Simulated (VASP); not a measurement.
Input of a VASP 6.6.1 run:

The input POSCAR:

```
Na
1.0
    3.5786509477      0.0000000000      0.0000000000
   -1.7893254739      3.0992026320      0.0000000000
    0.0000000000      0.0000000000      6.4617000000
Na
2
Direct
    0.3333333333      0.6666666667      0.2500000000
    0.6666666667      0.3333333333      0.7500000000
```

INCAR.step1

```
SYSTEM = Na
  ALGO = Normal
  EDIFF = 1E-4
  ENCUT = 520
  GGA = PE
  ISMEAR = 0
  LASPH = .True.
  LCHARG = .False.
  LREAL = .False.
  LWAVE = .True.
  NBANDS = 14
  NELM = 60
  PREC = Accurate
  SIGMA = 0.15
```

File INCAR.step2:

```
SYSTEM = Na
  ALGO = Normal
  EDIFF = 1E-7
  ENCUT = 520
  ISIF = 2
  ISMEAR = 0
  ISTART = 1
  LASPH = .True.
  LCHARG = .False.
  LMIXTAU = .True.
  LREAL = .False.
  LWAVE = .False.
  METAGGA = R2SCAN
  NBANDS = 14
  NELM = 60
  PREC = Accurate
  SIGMA = 0.15
```

The input KPOINTS:

```
k-points
0
Gamma
  12 12 8
  0 0 0
```

Potentials or basis: VASP PAW PBE potentials, release 64 (Na_pv).

The run is started by

```bash
$ cat potpaw_PBE.64/Na_pv/POTCAR > POTCAR
$ cp INCAR.step1 INCAR
$ mpirun -np 1 vasp_std > vasp.out
$ cp INCAR.step2 INCAR
$ mpirun -np 1 vasp_std > vasp.out
```

Estimate the band gap on the k mesh.

zero (bands 7 and 8 overlap by 5.00 eV).

What does it give for the pressure?

0.4 GPa.

Stress tensor (GPa, compression positive):
```
 1.08  0.00  0.00
 0.00  1.08  0.00
 0.00  0.00 -0.83
```

Caveat: the cell differs from its parent crystal (strain -0.050 along x and y, +0.050 along z); the PAW data sets were made with another functional, which shifts forces and pressure a little.
